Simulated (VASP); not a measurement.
Zr2Si2C: single point with PBE

Crystal: Zr2Si2C.

```
Zr Si C
1.0
     3.52356    0.00000    0.00000
    -1.76178    3.05149    0.00000
     0.00000    0.00000    7.38737
Zr Si C
2 2 1
Direct
  0.33333 0.66667 0.83241
  0.66667 0.33333 0.16759
  0.33333 0.66667 0.42509
  0.66667 0.33333 0.57491
  0.00000 0.00000 0.00000
```

The cell was generated, and may not be a known phase.

```
Program             : VASP 6.6.1
Task                : single point
Functional          : PBE
Potentials or basis : VASP PAW PBE potentials, release 64 (Zr_sv, Si, C)
Cutoff              : 520 eV
k mesh              : 6 × 6 × 4
Occupations         : gaussian, width 0.1 eV
Spin                : collinear spin
Starting moments    : [1.0, 1.0, 0.0, 0.0, 0.0] μB
```

```json
{
 "Pressure": "0.1 GPa",
 "Largest force": "0.012 eV/Å",
 "Band gap on the k mesh": "zero (filled and empty bands overlap)",
 "Net moment": "0.00 μB per cell",
 "Valence electrons inside the program's atomic spheres": "Zr 9.81; Si 1.74; C 2.31"
}
```

Forces in eV/Å, atoms in the order of the input:
```
Zr   0.000  0.000  0.010
Zr   0.000  0.000 -0.010
Si   0.000  0.000 -0.012
Si   0.000  0.000  0.012
C    0.000  0.000  0.000
```

Stress tensor (GPa, compression positive):
```
0.00 0.00 0.00
0.00 0.00 0.00
0.00 0.00 0.45
```

Levels at points of the mesh, in eV from the Fermi level:
Spin up:
| k point | band 14 | band 15 | band 16 | band 17 | band 18 | band 19 | band 20 | band 21 | band 22 | band 23 |
| --- | --- | --- | --- | --- | --- | --- | --- | --- | --- | --- |
| (0.00, 0.00, 0.00) | -3.07 | -1.74 | -1.04 | -1.04 | 0.32 | 0.32 | 1.80 | 1.84 | 1.95 | 1.95 |
| (0.50, 0.00, 0.00) | -3.35 | -3.27 | -2.59 | -2.01 | -1.89 | 1.11 | 1.52 | 1.97 | 2.47 | 3.02 |
| (0.00, 0.00, 0.50) | -3.15 | -0.37 | -0.37 | -0.17 | 0.09 | 0.09 | 0.80 | 1.06 | 1.06 | 2.76 |
| (0.50, 0.00, 0.50) | -3.02 | -2.85 | -2.70 | -2.58 | -1.99 | 0.56 | 2.04 | 2.52 | 2.62 | 3.34 |
Spin down:
```csv
k point,band 16,band 17,band 18,band 19,band 20,band 21
"(0.00, 0.00, 0.00)",-1.04,-1.04,0.32,0.32,1.80,1.84
"(0.50, 0.00, 0.00)",-2.59,-2.01,-1.89,1.11,1.52,1.97
"(0.00, 0.00, 0.50)",-0.37,-0.17,0.09,0.09,0.80,1.06
"(0.50, 0.00, 0.50)",-2.70,-2.58,-1.99,0.56,2.04,2.52
```

Wall time 5.4 min on 1 thread of Oxide Virtual Turin-like Processor (shared host), peak memory 0.25 GiB.
